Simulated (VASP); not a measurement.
# CdS (P6_3mc) in VASP: relaxation of the atoms with PBE

Aim: the relaxation of the atoms of CdS with PBE.

Program: VASP 6.6.1. These are calculated values, not measurements. Logs are shortened: lines on timing, memory, paths and dates and some standing lists are left out, and cuts for length are marked.

### Step 1. The cell of the first run

The structure is hexagonal, space group P6_3mc (No. 186). Conventional cell: a = 4.136 Å, b = 4.136 Å, c = 6.673 Å, α = 90.00°, β = 90.00°, γ = 120.00°. Within 3.3 Å of Cd (site symmetry 3m) lie 4 S at 2.52 to 2.53 Å. Within 3.3 Å of S (site symmetry 3m) lie 4 Cd at 2.52 to 2.53 Å.

### Step 2. Relaxation of the atoms, PBE

INCAR reads:

```
ALGO = Normal
EDIFF = 1E-6
EDIFFG = -0.003
ENCUT = 520
GGA = PE
IBRION = 2
ISIF = 2
ISMEAR = 0
LASPH = True
LCHARG = False
LREAL = False
LWAVE = False
NELM = 80
NSW = 80
PREC = Accurate
SIGMA = 0.05
```

KPOINTS reads:

```
k-points
0
Gamma
  8 8 5
```

POSCAR reads:

```
CdS
1.0
    4.1360000000      0.0000000000      0.0000000000
   -2.0680000000      3.5818810700      0.0000000000
    0.0000000000      0.0000000000      6.6727220000
Cd S
2 2
Direct
    0.3333333333      0.6666666667      0.0000000000
    0.6666666667      0.3333333333      0.5000000000
    0.3333333333      0.6666666667      0.3770000000
    0.6666666667      0.3333333333      0.8770000000
```

Potentials or basis: VASP PAW PBE potentials, release 64 (Cd, S).

The run is started by

```
cat potpaw_PBE.64/Cd/POTCAR potpaw_PBE.64/S/POTCAR > POTCAR
mpirun -np 1 vasp_std > vasp.out
```

OUTCAR:

```text
EDIFF = 1E-6
   EDIFFG = -0.003
   ENCUT = 520
   GGA = PE
   IBRION = 2
   ISIF = 2
   ISMEAR = 0
   LASPH = True
   LREAL = False
   NELM = 80
   NSW = 80
   PREC = Accurate

 ion  position               nearest neighbor table
   1  0.333  0.667  0.000-   3 2.52   4 2.53   4 2.53   4 2.53
   2  0.667  0.333  0.500-   4 2.52   3 2.53   3 2.53   3 2.53
   3  0.333  0.667  0.377-   1 2.52   2 2.53   2 2.53   2 2.53
   4  0.667  0.333  0.877-   2 2.52   1 2.53   1 2.53   1 2.53

  LATTYP: Found a hexagonal cell.
 ALAT       =     4.1360000000
 C/A-ratio  =     1.6133273694

  Lattice vectors:

 A1 = (   4.1360000000,   0.0000000000,   0.0000000000)
 A2 = (  -2.0680000000,   3.5818810700,   0.0000000000)
 A3 = (   0.0000000000,   0.0000000000,   6.6727220000)

Analysis of symmetry for initial positions (statically):
=====================================================================
 Subroutine PRICEL returns:
 Original cell was already a primitive cell.

 Routine SETGRP: Setting up the symmetry group for a
 hexagonal supercell.

 Subroutine GETGRP returns: Found 12 space group operations
 (whereof  6 operations were pure point group operations)
 out of a pool of 24 trial point group operations.

The static configuration has the point symmetry C_3v.
 The point group associated with its full space group is C_6v.

Analysis of symmetry for dynamics (positions and initial velocities):
=====================================================================
 Subroutine PRICEL returns:
 Original cell was already a primitive cell.

 Routine SETGRP: Setting up the symmetry group for a
 hexagonal supercell.

 Subroutine GETGRP returns: Found 12 space group operations
 (whereof  6 operations were pure point group operations)
 out of a pool of 24 trial point group operations.

The dynamic configuration has the point symmetry C_3v.
 The point group associated with its full space group is C_6v.

 Subroutine INISYM returns: Found 12 space group operations
 (whereof  6 operations are pure point group operations),
 and found     1 'primitive' translations

----------------------------------------------------------------------------------------

                                     Primitive cell

  volume of cell :      98.8541

  direct lattice vectors                    reciprocal lattice vectors
     4.136000000  0.000000000  0.000000000     0.241779497  0.139591458  0.000000000
    -2.068000000  3.581881070  0.000000000     0.000000000  0.279182915  0.000000000
     0.000000000  0.000000000  6.672722000     0.000000000  0.000000000  0.149863879

  length of vectors
     4.136000000  4.136000000  6.672722000     0.279182915  0.279182915  0.149863879

  position of ions in fractional coordinates (direct lattice)
     0.333333333  0.666666667  0.000000000
     0.666666667  0.333333333  0.500000000
     0.333333333  0.666666667  0.377000000
     0.666666667  0.333333333  0.877000000

  ion indices of the primitive-cell ions
   primitive index   ion index
                 1           1
                 2           2
                 3           3
                 4           4

----------------------------------------------------------------------------------------

 KPOINTS: k-points

Automatic generation of k-mesh.
 Grid dimensions read from file:
 generate k-points for:    8    8    5

 Generating k-lattice:

  Cartesian coordinates                     Fractional coordinates (reciprocal lattice)
     0.030222437  0.017448932  0.000000000     0.125000000 -0.000000000  0.000000000
     0.000000000  0.034897864  0.000000000     0.000000000  0.125000000  0.000000000
     0.000000000  0.000000000  0.029972776     0.000000000  0.000000000  0.200000000

  Length of vectors
     0.034897864  0.034897864  0.029972776

  Shift w.r.t. Gamma in fractional coordinates (k-lattice)
     0.000000000  0.000000000  0.000000000

 Subroutine IBZKPT returns following result:
 ===========================================

 Found     30 irreducible k-points:

 Following reciprocal coordinates:
            Coordinates               Weight
  0.000000  0.000000  0.000000      1.000000
  0.125000 -0.000000  0.000000      6.000000
  0.250000 -0.000000  0.000000      6.000000
  0.375000  0.000000  0.000000      6.000000
  0.500000 -0.000000  0.000000      3.000000
  0.125000  0.125000  0.000000      6.000000
[... 16 lines left out ...]
  0.250000 -0.000000  0.400000     12.000000
  0.375000  0.000000  0.400000     12.000000
 [... further k-points ...]
   k-points           NKPTS =     30   k-points in BZ     NKDIM =     30   number of bands    NBANDS=     22
   number of dos      NEDOS =    301   number of ions     NIONS =      4
   total plane-waves  NPLWV =  51200
   dimension x,y,z NGX =    32 NGY =   32 NGZ =   50
   dimension x,y,z NGXF=    64 NGYF=   64 NGZF=  100
   ions per type =               2   2
   NGX,Y,Z   is equivalent  to a cutoff of  12.86, 12.86, 12.46 a.u.
   NGXF,Y,Z  is equivalent  to a cutoff of  25.72, 25.72, 24.91 a.u.
 SYSTEM =  unknown system
   PREC   = accura    normal or accurate (medium, high low for compatibility)
   ISTART =      0    job   : 0-new  1-cont  2-samecut
   ICHARG =      2    charge: 1-file 2-atom 10-const
   ISPIN  =      1    spin polarized calculation?
   LNONCOLLINEAR =      F non collinear calculations
   LSORBIT =      F    spin-orbit coupling
   LASPH  =      T    aspherical Exc in radial PAW
   ENCUT  =  520.0 eV  38.22 Ry    6.18 a.u.   7.69  7.69 12.41*2*pi/ulx,y,z
   NELM   =     80;   NELMIN=  2; NELMDL= -5     # of ELM steps
   EDIFF  = 0.1E-05   stopping-criterion for ELM
   LREAL  =      F    real-space projection
   EDIFFG = -.3E-02   stopping-criterion for IOM
   NSW    =     80    number of steps for IOM
   IBRION =      2    ionic relax: 0-MD 1-quasi-New 2-CG
   NFREE  =      1    steps in history (QN), initial steepest desc. (CG)
   ISIF   =      2    stress and relaxation
   ISYM   =      2    0-nonsym 1-usesym 2-fastsym
   POTIM  = 0.5000    time-step for ionic-motion
   TEBEG  =    0.0;   TEEND  =   0.0 temperature during run
   PSTRESS=    0.0 pullay stress
   NELECT =      36.0000    total number of electrons
   NUPDOWN=      -1.0000    fix difference up-down
   EMIN   =  10.00;   EMAX   =-10.00  energy-range for DOS
   EFERMI =   0.00;   METHOD = LEGACY
   ISMEAR =     0;   SIGMA  =   0.05  broadening in eV -4-tet -1-fermi 0-gaus
   EFERMI_NEDOS =   21; number of points for ismear=-14 and -15
   IALGO  =     38    algorithm
   IMIX   =      4    mixing-type and parameters
     AMIX     =   0.40;   BMIX     =  1.00
     AMIX_MAG =   1.60;   BMIX_MAG =  1.00
  volume/ion in A,a.u.               =      24.71       166.78
  Fermi-wavevector in a.u.,A,eV,Ry     =   1.169080  2.209240 18.595724  1.366747
  Thomas-Fermi vector in A             =   2.305557
   LORBIT       =      0    0 simple, 1 ext, 2 COOP (PROOUT), +10 PAW based schemes
   GGA     = PE    functional components
   LHFCALC =     F    Hartree Fock is set to
   AEXX    =    0.0000 exact exchange contribution
   IVDW    =     0    specifies the selected vdW correction
   LEPSILON=     F    determine dielectric tensor
   LRPA    =     F    only Hartree local field effects (RPA)
 conjugate gradient relaxation of ions
 non-spin polarized calculation
 Gauss-broadening in eV      SIGMA  =   0.05
  energy-cutoff  :      520.00
  volume of cell :       98.85
 maximum number of plane-waves:      2707
 NGX is ok and might be reduce to    32
   NGX = 15   NGY = 15   NGZ = 25

--------------------------------------- Ionic step        1  -------------------------------------------

 number of electron      36.0000000 magnetization

 Free energy of the ion-electron system (eV)
  ---------------------------------------------------
  ext. energy  EPLUGINS =         0.00000000
  ---------------------------------------------------
  free energy    TOTEN  =       -12.23725655 eV

  energy without entropy =      -12.23725655  energy(sigma->0) =      -12.23725655

------------------------ aborting loop because EDIFF is reached ----------------------------------------

  FORCE on cell =-STRESS in cart. coord.  units (eV):
  Direction    XX          YY          ZZ          XY          YZ          ZX
  --------------------------------------------------------------------------------------
  -------------------------------------------------------------------------------------
  Total        1.9885768      1.9885768      2.5177404      0.0000000      0.0000000      0.0000000
  in kB       32.2298452     32.2298452     40.8062620      0.0000000      0.0000000      0.0000000
  external PRESSURE =      35.0886508 kB  Pullay stress =       0.0000000 kB
[... 61 lines left out ...]
  energy  without entropy=      -12.2377047353  energy(sigma->0) =      -12.23770474

--------------------------------------- Ionic step        3  -------------------------------------------

 number of electron      36.0000000 magnetization

 Free energy of the ion-electron system (eV)
  ---------------------------------------------------
  ext. energy  EPLUGINS =         0.00000000
  ---------------------------------------------------
  free energy    TOTEN  =       -12.23784837 eV

  energy without entropy =      -12.23784837  energy(sigma->0) =      -12.23784837

 E-fermi :   1.5787     XC(G=0):  -9.1609

 val. band max:        1.3347239457   @ k =   0.0000   0.0000   0.0000
 cond. band min:       2.5871545512   @ k =   0.0000   0.0000   0.0000
 fundamental gap:      1.2524306055
 Fermi energy:         1.5787045170

 k-point     1 :       0.0000    0.0000    0.0000
  band No.  band energies     occupation
      1     -11.0519      2.00000
      2     -10.6110      2.00000
      3      -6.3700      2.00000
      4      -6.3700      2.00000
      5      -6.3698      2.00000
      6      -6.2850      2.00000
[... 574 lines left out ...]
      6      -6.1504      2.00000
[... 14 lines left out ...]
     21       6.6760      0.00000
     22       6.9659      0.00000

 [... further k-points ...]
[... 5 lines left out ...]
  --------------------------------------------------------------------------------------
  -------------------------------------------------------------------------------------
  Total        2.0742131      2.0742131      2.3272835      0.0000000      0.0000000      0.0000000
  in kB       33.6177948     33.6177948     37.7194331      0.0000000      0.0000000      0.0000000
  external PRESSURE =      34.9850076 kB  Pullay stress =       0.0000000 kB
[... 19 lines left out ...]
  FREE ENERGIE OF THE ION-ELECTRON SYSTEM (eV)
  ---------------------------------------------------
  free  energy   TOTEN  =       -12.2378483694 eV

  energy  without entropy=      -12.2378483694  energy(sigma->0) =      -12.23784837

 reached required accuracy - stopping structural energy minimisation
```

It took 2 min on 1 thread of AMD EPYC 7R43 (Zen 3), shared host; peak memory 0.2 GiB.

What came out:

```yaml
Free_energy: -12.2378 eV
Energy_gained_by_relaxing: 0.1 meV/atom
Ionic_steps: 3
Pressure_after_relaxing: 3.5 GPa
Band_gap_on_the_k_mesh: 1.25 eV
```

Step by step:
| step | energy change (eV) | largest force (eV/Å) | pressure (GPa) |
| --- | --- | --- | --- |
| 1 | 0.0000 | 0.0559 | 3.51 |
| 2 | -0.0004 | 0.0270 | 3.50 |
| 3 | -0.0006 | 0.0009 | 3.50 |

Final structure:
```cif
data_structure
_symmetry_space_group_name_H-M 'P 1'
_symmetry_Int_Tables_number 1
_cell_length_a 4.1360
_cell_length_b 4.1360
_cell_length_c 6.6727
_cell_angle_alpha 90.000
_cell_angle_beta 90.000
_cell_angle_gamma 120.000
_cell_volume 98.85
loop_
_atom_site_label
_atom_site_type_symbol
_atom_site_fract_x
_atom_site_fract_y
_atom_site_fract_z
_atom_site_occupancy
Cd1 Cd 0.33333 0.66667 0.99922 1
Cd2 Cd 0.66667 0.33333 0.49922 1
S1 S 0.33333 0.66667 0.37778 1
S2 S 0.66667 0.33333 0.87778 1
```
